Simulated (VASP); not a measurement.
# Be2C (Fm-3m) in VASP: a series of runs

Aim: see how the results for Be2C move with the level of theory and the settings. Levels: PBEsol, LDA. Tasks: single point.

Everything below comes from runs of VASP 6.6.1. Logs are shortened: lines on timing, memory, paths and dates and some standing lists are left out, and cuts for length are marked.

**1. The cell of the first run**

The structure is cubic, space group Fm-3m (No. 225). Conventional cell: a = 4.330 Å, b = 4.330 Å, c = 4.330 Å, α = 90.00°, β = 90.00°, γ = 90.00°. C (site symmetry m-3m) has 8 Be at 1.87 Å within 2.5 Å. Be (site symmetry -43m) has 4 C at 1.87 Å and 6 Be at 2.16 to 2.17 Å within 2.5 Å.

**2. Single point, PBEsol**

INCAR reads:

```
  ALGO = Normal
  EDIFF = 1E-6
  ENCUT = 600
  GGA = PS
  GGA_COMPAT = False
  ISIF = 2
  ISMEAR = -1
  LASPH = True
  LCHARG = False
  LREAL = False
  LWAVE = False
  NBANDS = 11
  NELM = 120
  PREC = Accurate
  SIGMA = 0.05
```

KPOINTS reads:

```
k-points
0
Gamma
  11 11 11
```

POSCAR reads:

```
Be2C
1.0
    0.0000000000      2.1650000000      2.1650000000
    2.1650000000      0.0000000000      2.1650000000
    2.1650000000      2.1650000000      0.0000000000
C Be
1 2
Direct
    0.0000000000      0.0000000000      0.0000000000
    0.7500000000      0.7500000000      0.7500000000
    0.2500000000      0.2500000000      0.2500000000
```

Potentials or basis: VASP PAW PBE potentials, release 64 (C, Be).

Started as:

```bash
> cat potpaw_PBE.64/C/POTCAR potpaw_PBE.64/Be/POTCAR > POTCAR
> mpirun -np 1 vasp_std > vasp.out
```

OUTCAR:

```text
EDIFF = 1E-6
   ENCUT = 600
   GGA = PS
   ISIF = 2
   ISMEAR = -1
   LASPH = True
   LREAL = False
   NELM = 120
   PREC = Accurate

 ion  position               nearest neighbor table
   1  0.000  0.000  0.000-   2 1.87   2 1.87   2 1.87   2 1.87   3 1.87   3 1.87   3 1.87   3 1.87

   2  0.750  0.750  0.750-   1 1.87   1 1.87   1 1.87   1 1.87   3 2.17   3 2.17   3 2.17   3 2.17
                             3 2.17   3 2.17
   3  0.250  0.250  0.250-   1 1.87   1 1.87   1 1.87   1 1.87   2 2.17   2 2.17   2 2.17   2 2.17
                             2 2.17   2 2.17

  LATTYP: Found a face centered cubic cell.
 ALAT       =     4.3300000000

  Lattice vectors:

 A1 = (   0.0000000000,   2.1650000000,   2.1650000000)
 A2 = (   2.1650000000,   0.0000000000,   2.1650000000)
 A3 = (   2.1650000000,   2.1650000000,   0.0000000000)

Analysis of symmetry for initial positions (statically):
=====================================================================
 Subroutine PRICEL returns:
 Original cell was already a primitive cell.

 Routine SETGRP: Setting up the symmetry group for a
 face centered cubic supercell.

 Subroutine GETGRP returns: Found 48 space group operations
[... 9 lines left out ...]

 Routine SETGRP: Setting up the symmetry group for a
 face centered cubic supercell.

 Subroutine GETGRP returns: Found 48 space group operations
[... 11 lines left out ...]
                                     Primitive cell

  volume of cell :      20.2957

  direct lattice vectors                    reciprocal lattice vectors
     0.000000000  2.165000000  2.165000000    -0.230946882  0.230946882  0.230946882
     2.165000000  0.000000000  2.165000000     0.230946882 -0.230946882  0.230946882
     2.165000000  2.165000000  0.000000000     0.230946882  0.230946882 -0.230946882

  length of vectors
     3.061772363  3.061772363  3.061772363     0.400011734  0.400011734  0.400011734

  position of ions in fractional coordinates (direct lattice)
     0.000000000  0.000000000  0.000000000
     0.750000000  0.750000000  0.750000000
     0.250000000  0.250000000  0.250000000

  ion indices of the primitive-cell ions
   primitive index   ion index
                 1           1
                 2           2
                 3           3

----------------------------------------------------------------------------------------

 KPOINTS: k-points

Automatic generation of k-mesh.
 Grid dimensions read from file:
 generate k-points for:   11   11   11

 Generating k-lattice:

  Cartesian coordinates                     Fractional coordinates (reciprocal lattice)
    -0.020995171  0.020995171  0.020995171     0.090909091  0.000000000  0.000000000
     0.020995171 -0.020995171  0.020995171     0.000000000  0.090909091  0.000000000
     0.020995171  0.020995171 -0.020995171     0.000000000  0.000000000  0.090909091

  Length of vectors
     0.036364703  0.036364703  0.036364703

  Shift w.r.t. Gamma in fractional coordinates (k-lattice)
     0.000000000  0.000000000  0.000000000

 Subroutine IBZKPT returns following result:
 ===========================================

 Found     56 irreducible k-points:

 Following reciprocal coordinates:
            Coordinates               Weight
  0.000000  0.000000  0.000000      1.000000
  0.090909  0.000000  0.000000      8.000000
  0.181818  0.000000  0.000000      8.000000
  0.272727  0.000000  0.000000      8.000000
  0.363636  0.000000  0.000000      8.000000
  0.454545  0.000000  0.000000      8.000000
[... 16 lines left out ...]
 -0.272727  0.181818  0.000000     24.000000
 -0.181818  0.181818  0.000000     12.000000
 [... further k-points ...]
   k-points           NKPTS =     56   k-points in BZ     NKDIM =     56   number of bands    NBANDS=     11
   number of dos      NEDOS =    301   number of ions     NIONS =      3
   total plane-waves  NPLWV =  13824
   dimension x,y,z NGX =    24 NGY =   24 NGZ =   24
   dimension x,y,z NGXF=    48 NGYF=   48 NGZF=   48
   ions per type =               1   2
   NGX,Y,Z   is equivalent  to a cutoff of  13.03, 13.03, 13.03 a.u.
   NGXF,Y,Z  is equivalent  to a cutoff of  26.06, 26.06, 26.06 a.u.
 SYSTEM =  unknown system
   PREC   = accura    normal or accurate (medium, high low for compatibility)
   ISTART =      0    job   : 0-new  1-cont  2-samecut
   ICHARG =      2    charge: 1-file 2-atom 10-const
   ISPIN  =      1    spin polarized calculation?
   LNONCOLLINEAR =      F non collinear calculations
   LSORBIT =      F    spin-orbit coupling
   LASPH  =      T    aspherical Exc in radial PAW
   ENCUT  =  600.0 eV  44.10 Ry    6.64 a.u.   6.12  6.12  6.12*2*pi/ulx,y,z
   NELM   =    120;   NELMIN=  2; NELMDL= -5     # of ELM steps
   EDIFF  = 0.1E-05   stopping-criterion for ELM
   LREAL  =      F    real-space projection
   EDIFFG = 0.1E-04   stopping-criterion for IOM
   NSW    =      0    number of steps for IOM
   IBRION =     -1    ionic relax: 0-MD 1-quasi-New 2-CG
   NFREE  =      0    steps in history (QN), initial steepest desc. (CG)
   ISIF   =      2    stress and relaxation
   ISYM   =      2    0-nonsym 1-usesym 2-fastsym
   POTIM  = 0.5000    time-step for ionic-motion
   TEBEG  =    0.0;   TEEND  =   0.0 temperature during run
   PSTRESS=    0.0 pullay stress
   NELECT =       8.0000    total number of electrons
   NUPDOWN=      -1.0000    fix difference up-down
   EMIN   =  10.00;   EMAX   =-10.00  energy-range for DOS
   EFERMI =   0.00;   METHOD = LEGACY
   ISMEAR =    -1;   SIGMA  =   0.05  broadening in eV -4-tet -1-fermi 0-gaus
   EFERMI_NEDOS =   21; number of points for ismear=-14 and -15
   IALGO  =     38    algorithm
   IMIX   =      4    mixing-type and parameters
     AMIX     =   0.40;   BMIX     =  1.00
     AMIX_MAG =   1.60;   BMIX_MAG =  1.00
  volume/ion in A,a.u.               =       6.77        45.65
  Fermi-wavevector in a.u.,A,eV,Ry     =   1.200338  2.268310 19.603432  1.440812
  Thomas-Fermi vector in A             =   2.336177
   LORBIT       =      0    0 simple, 1 ext, 2 COOP (PROOUT), +10 PAW based schemes
   GGA     = PS    functional components
   LHFCALC =     F    Hartree Fock is set to
   AEXX    =    0.0000 exact exchange contribution
   IVDW    =     0    specifies the selected vdW correction
   LEPSILON=     F    determine dielectric tensor
   LRPA    =     F    only Hartree local field effects (RPA)
 non-spin polarized calculation
  energy-cutoff  :      600.00
  volume of cell :       20.30
 maximum number of plane-waves:       690
   NGX = 13   NGY = 13   NGZ = 13

 number of electron       8.0000000 magnetization

 Free energy of the ion-electron system (eV)
  ---------------------------------------------------
  ext. energy  EPLUGINS =         0.00000000
  ---------------------------------------------------
  free energy    TOTEN  =       -18.41177070 eV

  energy without entropy =      -18.41177062  energy(sigma->0) =      -18.41177066

 E-fermi :   8.2512     XC(G=0): -11.5114

 val. band max:        7.6877168419   @ k =   0.0000   0.0000   0.0000
 cond. band min:       8.8433274815   @ k =   0.4545   0.4545   0.0000
 fundamental gap:      1.1556106396
 Fermi energy:         8.2512314659

 k-point     1 :       0.0000    0.0000    0.0000
  band No.  band energies     occupation
      1      -7.3427      2.00000
      2       7.6877      1.99997
      3       7.6877      1.99997
      4       7.6877      1.99997
      5      11.7725      0.00000
      6      11.7725      0.00000
      7      11.7725      0.00000
      8      14.3882      0.00000
      9      20.7678      0.00000
     10      20.7678      0.00000
     11      20.7678      0.00000

 k-point     2 :       0.0909    0.0000    0.0000
  band No.  band energies     occupation
      1      -7.2106      2.00000
      2       6.5471      2.00000
      3       7.4277      2.00000
      4       7.4277      2.00000
      5      12.1506      0.00000
      6      12.1506      0.00000
      7      12.5046      0.00000
      8      14.6994      0.00000
      9      19.8536      0.00000
     10      19.8536      0.00000
     11      21.0917      0.00000

 k-point     3 :       0.1818    0.0000    0.0000
  band No.  band energies     occupation
      1      -6.8181      2.00000
      2       4.4518      2.00000
      3       6.8995      2.00000
      4       6.8995      2.00000
      5      12.8520      0.00000
      6      12.8520      0.00000
      7      13.3845      0.00000
      8      15.5492      0.00000
      9      18.8891      0.00000
     10      18.8891      0.00000
     11      22.0093      0.00000

 k-point     4 :       0.2727    0.0000    0.0000
  band No.  band energies     occupation
      1      -6.1824      2.00000
      2       2.3197      2.00000
      3       6.4018      2.00000
      4       6.4018      2.00000
      5      13.1335      0.00000
      6      13.1335      0.00000
      7      13.9702      0.00000
      8      16.4243      0.00000
      9      19.0892      0.00000
     10      19.0892      0.00000
     11      23.1901      0.00000

 k-point     5 :       0.3636    0.0000    0.0000
  band No.  band energies     occupation
      1      -5.3626      2.00000
      2       0.4396      2.00000
      3       6.0500      2.00000
      4       6.0500      2.00000
      5      12.9116      0.00000
      6      12.9116      0.00000
      7      14.4085      0.00000
      8      17.0300      0.00000
      9      20.4133      0.00000
     10      20.4133      0.00000
     11      24.1297      0.00000
[... 211 lines left out ...]
 k-point    21 :      -0.4545    0.1818    0.0000
  band No.  band energies     occupation
      1      -4.1434      2.00000
      2      -0.5696      2.00000
      3       3.9686      2.00000
      4       4.8215      2.00000
      5      12.0935      0.00000
      6      14.8393      0.00000
      7      16.3031      0.00000
      8      17.9871      0.00000
      9      20.5327      0.00000
     10      21.4770      0.00000
     11      24.7624      0.00000

 k-point    22 :      -0.3636    0.1818    0.0000
  band No.  band energies     occupation
      1      -4.4480      2.00000
      2      -0.1156      2.00000
      3       3.6661      2.00000
      4       5.3100      2.00000
      5      12.5274      0.00000
      6      14.5990      0.00000
      7      16.0848      0.00000
      8      18.2846      0.00000
      9      19.2342      0.00000
     10      21.4371      0.00000
     11      24.6068      0.00000

 k-point    23 :      -0.2727    0.1818    0.0000
  band No.  band energies     occupation
      1      -5.2333      2.00000
      2       1.2585      2.00000
      3       3.6667      2.00000
      4       5.9743      2.00000
      5      13.0977      0.00000
      6      14.4448      0.00000
      7      15.6769      0.00000
      8      17.1192      0.00000
      9      17.2601      0.00000
     10      22.8567      0.00000
     11      24.3648      0.00000

 k-point    24 :      -0.1818    0.1818    0.0000
  band No.  band energies     occupation
      1      -5.9752      2.00000
      2       2.7669      2.00000
      3       4.1836      2.00000
      4       6.6676      2.00000
      5      13.5650      0.00000
      6      13.7790      0.00000
      7      15.2805      0.00000
      8      15.7266      0.00000
      9      16.6143      0.00000
     10      22.5507      0.00000
     11      23.6668      0.00000

 [... further k-points ...]
[... 5 lines left out ...]
  --------------------------------------------------------------------------------------
  -------------------------------------------------------------------------------------
  Total       -0.2718900     -0.2718900     -0.2718900     -0.0000000     -0.0000000     -0.0000000
  in kB      -21.4634788    -21.4634788    -21.4634788     -0.0000000     -0.0000000     -0.0000000
  external PRESSURE =     -21.4634788 kB  Pullay stress =       0.0000000 kB

 VOLUME and BASIS-vectors are now :
 -----------------------------------------------------------------------------
  energy-cutoff  :      600.00
  volume of cell :       20.30
      direct lattice vectors                 reciprocal lattice vectors
     0.000000000  2.165000000  2.165000000    -0.230946882  0.230946882  0.230946882
     2.165000000  0.000000000  2.165000000     0.230946882 -0.230946882  0.230946882
     2.165000000  2.165000000  0.000000000     0.230946882  0.230946882 -0.230946882

 POSITION                                       TOTAL-FORCE (eV/Angst)
 -----------------------------------------------------------------------------------
      0.00000      0.00000      0.00000         0.000000     -0.000000      0.000000
      3.24750      3.24750      3.24750        -0.000000     -0.000000      0.000000
      1.08250      1.08250      1.08250         0.000000      0.000000     -0.000000
 -----------------------------------------------------------------------------------
    total drift:                               -0.000000     -0.000000      0.000000

  FREE ENERGIE OF THE ION-ELECTRON SYSTEM (eV)
  ---------------------------------------------------
  free  energy   TOTEN  =       -18.4117706983 eV

  energy  without entropy=      -18.4117706153  energy(sigma->0) =      -18.41177066
```

Run time: 14 s. Hardware: 1 thread of Intel Xeon 8259CL, shared host; peak memory 0.14 GiB.

Results:

| Item | Value |
| --- | --- |
| Free energy | -18.4118 eV |
| Pressure | -2.1 GPa |
| Band gap on the k mesh | 1.16 eV, indirect (least direct gap 4.08 eV) |

Caveat: the PAW data sets were made with another functional, which shifts forces and pressure a little. A k mesh can miss the band edges.

**3. Single point, LDA (volume scaled by 0.96)**

INCAR reads:

```
PREC     = Accurate       # precision mode
ENCUT    = 600            # plane-wave cutoff, eV
EDIFF    = 1E-6           # SCF threshold, eV
ISMEAR   = -1             # smearing method
SIGMA    = 0.05           # smearing width, eV
LREAL    = F              # projectors in reciprocal space
LASPH    = T              # aspherical terms in the spheres
NELM     = 120            # most SCF steps
ALGO     = Normal         # electronic algorithm
ISIF     = 2              # what is computed and relaxed
LWAVE    = F              # write WAVECAR
LCHARG   = F              # write CHGCAR
GGA      = CA             # functional
NBANDS   = 11             # bands
GGA_COMPAT= F
```

KPOINTS reads:

```
Automatic mesh
0
Gamma
  11 11 11
```

POSCAR reads:

```
Be2C
1.0
    0.0000000000      2.1357396564      2.1357396564
    2.1357396564      0.0000000000      2.1357396564
    2.1357396564      2.1357396564      0.0000000000
C Be
1 2
Direct
    0.0000000000      0.0000000000      0.0000000000
    0.7500000000      0.7500000000      0.7500000000
    0.2500000000      0.2500000000      0.2500000000
```

Potentials or basis: VASP PAW LDA potentials, release 64 (C, Be).

Started as:

```bash
> cat potpaw_LDA.64/C/POTCAR potpaw_LDA.64/Be/POTCAR > POTCAR
> mpirun -np 1 vasp_std > vasp.out
```

Run time: 3.5 s. Hardware: 1 thread of Intel Xeon 6975P-C (Granite Rapids), shared host; peak memory 0.13 GiB.

Results (log left out):

- Free energy: -19.4326 eV
- Pressure: 0.0 GPa
- Band gap on the k mesh: 1.29 eV, indirect (least direct gap 4.10 eV)

Levels at points of the mesh, in eV from the valence-band top:
| k point | band 1 | band 2 | band 3 | band 4 | band 5 | band 6 | band 7 | band 8 |
| --- | --- | --- | --- | --- | --- | --- | --- | --- |
| (0.00, 0.00, 0.00) | -15.16 | 0.00 | 0.00 | 0.00 | 4.10 | 4.10 | 4.10 | 7.32 |

**4. Single point, LDA (volume scaled by 0.98)**

INCAR reads:

```
SYSTEM = Be2C
PREC = Accurate
ENCUT = 600
EDIFF = 1E-6
ISMEAR = -1
SIGMA = 0.05
LREAL = .False.
LASPH = .True.
NELM = 120
ALGO = Normal
ISIF = 2
LWAVE = .False.
LCHARG = .False.
NBANDS = 11
GGA_COMPAT = .False.
```

KPOINTS reads:

```
Automatic mesh
0
Gamma
  11 11 11
  0 0 0
```

POSCAR reads:

```
Be2C
1.0
    0.0000000000      2.1504693608      2.1504693608
    2.1504693608      0.0000000000      2.1504693608
    2.1504693608      2.1504693608      0.0000000000
C Be
1 2
Direct
    0.0000000000      0.0000000000      0.0000000000
    0.7500000000      0.7500000000      0.7500000000
    0.2500000000      0.2500000000      0.2500000000
```

Started as:

```bash
> cat potpaw_LDA.64/C/POTCAR potpaw_LDA.64/Be/POTCAR > POTCAR
> mpirun -np 1 vasp_std > vasp.out
```

Wall time 3.5 s (1 thread of Intel Xeon 6975P-C (Granite Rapids), shared host); peak memory 0.12 GiB.

It converged, with:

- Free energy: -19.4275 eV
- Pressure: -4.3 GPa
- Band gap on the k mesh: 1.28 eV, indirect (least direct gap 4.06 eV)

Levels at points of the mesh, in eV from the valence-band top:
```tsv
k point	band 1	band 2	band 3	band 4	band 5	band 6	band 7	band 8
(0.00, 0.00, 0.00)	-15.01	0.00	0.00	0.00	4.06	4.06	4.06	7.09
```

 A k mesh can miss the band edges.

**5. Single point, LDA (volume scaled by 1.04)**

INCAR reads:

```
PREC = Accurate
ENCUT = 600
EDIFF = 1E-6
ISMEAR = -1
SIGMA = 0.05
LREAL = F
LASPH = T
NELM = 120
ALGO = Normal
ISIF = 2
LWAVE = F
LCHARG = F
NBANDS = 11
GGA_COMPAT = F
```

KPOINTS reads:

```
Automatic mesh
0
Gamma
  11 11 11
```

POSCAR reads:

```
Be2C
1.0
    0.0000000000      2.1934901093      2.1934901093
    2.1934901093      0.0000000000      2.1934901093
    2.1934901093      2.1934901093      0.0000000000
C Be
1 2
Direct
    0.0000000000      0.0000000000      0.0000000000
    0.7500000000      0.7500000000      0.7500000000
    0.2500000000      0.2500000000      0.2500000000
```

Started as:

```bash
> cat potpaw_LDA.64/C/POTCAR potpaw_LDA.64/Be/POTCAR > POTCAR
> mpirun -np 1 vasp_std > vasp.out
```

Wall time 6.5 s (1 thread of Intel Xeon 6975P-C (Granite Rapids), shared host); peak memory 0.14 GiB.

It converged, with:

| Property | Result |
| --- | --- |
| Free energy | -19.3534 eV |
| Pressure | -15.1 GPa |
| Band gap on the k mesh | 1.25 eV, indirect (least direct gap 3.95 eV) |

Levels at points of the mesh, in eV from the valence-band top:
| k point | band 2 | band 3 | band 4 | band 5 | band 6 | band 7 |
| --- | --- | --- | --- | --- | --- | --- |
| (0.00, 0.00, 0.00) | 0.00 | 0.00 | 0.00 | 3.95 | 3.95 | 3.95 |

**6. Single point, LDA**

INCAR reads:

```
ALGO = Normal ; EDIFF = 1E-6
ENCUT = 600 ; GGA_COMPAT = F
ISIF = 2 ; ISMEAR = -1
LASPH = T ; LCHARG = T
LELF = T ; LREAL = F
LVHAR = T ; LWAVE = F
NBANDS = 11 ; NELM = 120
PREC = Accurate ; SIGMA = 0.05
```

KPOINTS reads:

```
k-points
0
Gamma
  11 11 11
```

POSCAR reads:

```
Be2C
1.0
    0.0000000000      2.1650000000      2.1650000000
    2.1650000000      0.0000000000      2.1650000000
    2.1650000000      2.1650000000      0.0000000000
C Be
1 2
Direct
    0.0000000000      0.0000000000      0.0000000000
    0.7500000000      0.7500000000      0.7500000000
    0.2500000000      0.2500000000      0.2500000000
```

Potentials or basis: VASP PAW LDA potentials, release 64 (C, Be).

Started as:

```bash
> cat potpaw_LDA.64/C/POTCAR potpaw_LDA.64/Be/POTCAR > POTCAR
> mpirun -np 1 vasp_std > vasp.out
```

Run time: 6.5 s. Hardware: 1 thread of AMD EPYC 9R45 (Zen 5), shared host; peak memory 0.1 GiB.

Results (log left out):

```
Free energy            : -19.4120 eV
Pressure               : -8.2 GPa
Band gap on the k mesh : 1.27 eV, indirect (least direct gap 4.02 eV)
```

Levels at points of the mesh, in eV from the valence-band top:
| k point | band 2 | band 3 | band 4 | band 5 | band 6 | band 7 |
| --- | --- | --- | --- | --- | --- | --- |
| (0.00, 0.00, 0.00) | 0.00 | 0.00 | 0.00 | 4.02 | 4.02 | 4.02 |

A k mesh can miss the band edges.

**7. The runs side by side**

| level | potentials or basis | cell | gap on the mesh (eV) | pressure (GPa) |
| --- | --- | --- | --- | --- |
| PBEsol | VASP PAW PBE potentials, release 64 (C, Be) | a = 3.062 Å, angles 60.0°, 3 atoms | 1.16 | -2.1 |
| LDA | VASP PAW LDA potentials, release 64 (C, Be) | a = 3.020 Å, angles 60.0°, 3 atoms | 1.29 | 0.0 |
| LDA | VASP PAW LDA potentials, release 64 (C, Be) | a = 3.041 Å, angles 60.0°, 3 atoms | 1.28 | -4.3 |
| LDA | VASP PAW LDA potentials, release 64 (C, Be) | a = 3.102 Å, angles 60.0°, 3 atoms | 1.25 | -15.1 |
| LDA | VASP PAW LDA potentials, release 64 (C, Be) | a = 3.062 Å, angles 60.0°, 3 atoms | 1.27 | -8.2 |

Alike in all rows: task single point; no spin polarisation; k mesh 11 × 11 × 11; cutoff (eV) 600; smearing fermi-dirac 0.05 eV.

Caveats: the PAW data sets were made with another functional, which shifts forces and pressure a little (some runs).

Total energies depend on the potentials used, so only differences within one code and one set of settings carry meaning.
